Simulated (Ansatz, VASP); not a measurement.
# Al2Cu: VASP beside Ansatz

INCAR

```
PREC = Accurate
ENCUT = 520
EDIFF = 1E-6
ISMEAR = 0
SIGMA = 0.15
LREAL = F
LASPH = T
NELM = 80
ALGO = Fast
ISIF = 2
LWAVE = F
LCHARG = F
GGA = PS
NBANDS = 26
```

Contents of KPOINTS:

```
regular mesh
0
Gamma
  10 10 10
```

File POSCAR:

```
Al2Cu
1.0
   -3.0264500000      3.0264500000      2.3414000000
    3.0264500000     -3.0264500000      2.3414000000
    3.0264500000      3.0264500000     -2.3414000000
Al Cu
4 2
Direct
    0.1593210787      0.6593210787      0.8186421574
    0.6593210787      0.8406789213      0.5000000000
    0.8406789213      0.3406789213      0.1813578426
    0.3406789213      0.1593210787      0.5000000000
    0.7500000000      0.7500000000      0.0000000000
    0.2500000000      0.2500000000      0.0000000000
```

Input for Ansatz:

```yaml
crystal:
  lattice:
    - [-3.02645, 3.02645, 2.3414]
    - [3.02645, -3.02645, 2.3414]
    - [3.02645, 3.02645, -2.3414]
  atoms:
    - { symbol: Al, position: [0.1593210787, 0.6593210787, 0.8186421574] }
    - { symbol: Al, position: [0.6593210787, 0.8406789213, 0.5] }
    - { symbol: Al, position: [0.8406789213, 0.3406789213, 0.1813578426] }
    - { symbol: Al, position: [0.3406789213, 0.1593210787, 0.5] }
    - { symbol: Cu, position: [0.75, 0.75, 0.0] }
    - { symbol: Cu, position: [0.25, 0.25, 0.0] }
basis:
  ecutwfc: 520.0
kpoints:
  mp_grid: { grid: [10, 10, 10] }
hamiltonian:
  xc: pbesol
  pseudopotentials: { kind: paw, azcp: { folder: soft_1 } }
scf:
  occupations: { method: gaussian, width: 0.15 }
output:
  forces: true
  stress: true
  eigenvalues: true
```

Alike in both runs: task single point; functional PBEsol; k mesh 10 × 10 × 10; occupations gaussian, width 0.15 eV; no spin polarisation.

```csv
,VASP,Ansatz
version,VASP 6.6.1,Ansatz 0.2.0
potentials or method,"VASP PAW PBE potentials, release 64 (Al, Cu), cutoff 520 eV","scalar-relativistic, plane waves, PAW"
valence electrons in the cell,34,50
```

|  | VASP | Ansatz | Ansatz less VASP |
| --- | --- | --- | --- |
| gap on the k mesh at the Fermi level (eV) | none | none | - |
| pressure (GPa) | 1.6 | 1.4 | -0.24 |
| traceless stress, the component that is largest in VASP (GPa) | 4.21 | 4.19 | -0.020 |
| rms of the force components (eV/Å) | 0.061 | 0.060 | -0.0012 |

VASP's potentials were made for PBE, not for PBEsol, and Ansatz warns of the same on its side. Atom by atom the forces differ by 0.001 eV/Å (rms over components). A gap of «none» marks a metal or a gap that the smearing closes. The functional is the same, so the differences come from potentials, cutoffs and numerics. VASP's potentials hold 34 valence electrons a cell and Ansatz's 50, so a difference there can come from the potentials and not from the codes.
